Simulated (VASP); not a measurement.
InP: single point with PBEsol

InP:

```xyz
2
Lattice="0.0000 2.8566 2.8566 2.8566 0.0000 2.8566 2.8566 2.8566 0.0000" Properties=species:S:1:pos:R:3 pbc="T T T"
In    0.0000    0.0000    0.0000
P     4.2850    4.2850    4.2850
```

- Program: VASP 6.6.1
- Task: single point
- Functional: PBEsol
- Potentials or basis: VASP PAW PBE potentials, release 64 (In_d, P)
- Cutoff: 520 eV
- k mesh: 6 × 6 × 6
- Occupations: gaussian, width 0.01 eV
- Spin: no spin polarisation

| Quantity | Value |
| --- | --- |
| Pressure | 6.9 GPa |
| Band gap on the k mesh | 1.02 eV, direct |

Levels at points of the mesh, in eV from the valence-band top:
| k point | band 5 | band 6 | band 7 | band 8 | band 9 | band 10 | band 11 | band 12 | band 13 | band 14 |
| --- | --- | --- | --- | --- | --- | --- | --- | --- | --- | --- |
| (0.00, 0.00, 0.00) | -14.15 | -12.11 | 0.00 | 0.00 | 0.00 | 1.02 | 3.99 | 3.99 | 3.99 | 8.72 |
| (0.50, 0.00, 0.00) | -14.13 | -10.09 | -6.24 | -1.11 | -1.11 | 1.58 | 4.72 | 4.72 | 7.06 | 9.69 |
| (0.50, 0.50, 0.00) | -14.10 | -9.33 | -6.18 | -2.63 | -2.63 | 1.48 | 2.13 | 9.59 | 10.04 | 10.04 |

It took 14 s on 1 thread of Intel Xeon 6975P-C, with other jobs on the host, peak memory 0.17 GiB.

Caveat: the PAW data sets were made with another functional, which shifts forces and pressure a little; spin-orbit coupling is left out, which moves the levels of the heavy elements. A k mesh can miss the band edges.
